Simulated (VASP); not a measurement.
Set up this calculation in VASP 6.6.1, as the native input.

```yaml
Task: single point
Functional: PBEsol
Potentials_or_basis: VASP PAW PBE potentials, release 64 (Ba_sv, Ru_pv)
Cutoff: 520 eV
k_mesh: 8 × 8 × 8
Occupations: gaussian, width 0.05 eV
Spin: no spin polarisation
Dipole_correction: no
Further_INCAR_settings: ALGO = Normal; EDIFF = 1e-06; NBANDS = 34
```

The structure of BaRu3 lies in POSCAR:

```
BaRu3
1.0
    4.0958807031      0.0000000000      0.0000000000
    0.0000000000      4.0958807031      0.0000000000
    0.0000000000      0.0000000000      4.0958807031
Ba Ru
1 3
Direct
    0.0000000000      0.0000000000      0.0000000000
    0.0000000000      0.5000000000      0.5000000000
    0.5000000000      0.5000000000      0.0000000000
    0.5000000000      0.0000000000      0.5000000000
```

The input as run:

INCAR

```
SYSTEM = BaRu3
ALGO = Normal
EDIFF = 1E-6
ENCUT = 520
GGA = PS
ISIF = 2
ISMEAR = 0
LASPH = .TRUE.
LCHARG = .TRUE.
LELF = .TRUE.
LREAL = .FALSE.
LVHAR = .TRUE.
LWAVE = .FALSE.
NBANDS = 34
NELM = 60
PREC = Accurate
SIGMA = 0.05
```

KPOINTS

```
k-points
0
G
  8 8 8
  0 0 0
```

Potentials or basis: VASP PAW PBE potentials, release 64 (Ba_sv, Ru_pv).

Run with:

```sh
$ cat potpaw_PBE.64/Ba_sv/POTCAR potpaw_PBE.64/Ru_pv/POTCAR > POTCAR
$ mpirun -np 1 vasp_std > vasp.out
```

Results of the run:

```yaml
Pressure: 2.7 GPa
Band_gap_on_the_k_mesh: zero (bands 26 and 27 overlap by 1.57 eV)
```

Caveat: the PAW data sets were made with another functional, which shifts forces and pressure a little; spin-orbit coupling is left out, which moves the levels of the heavy elements.

Run time: 86 s on 1 thread of Intel Xeon 8259CL, on a shared host, peak memory 0.22 GiB.
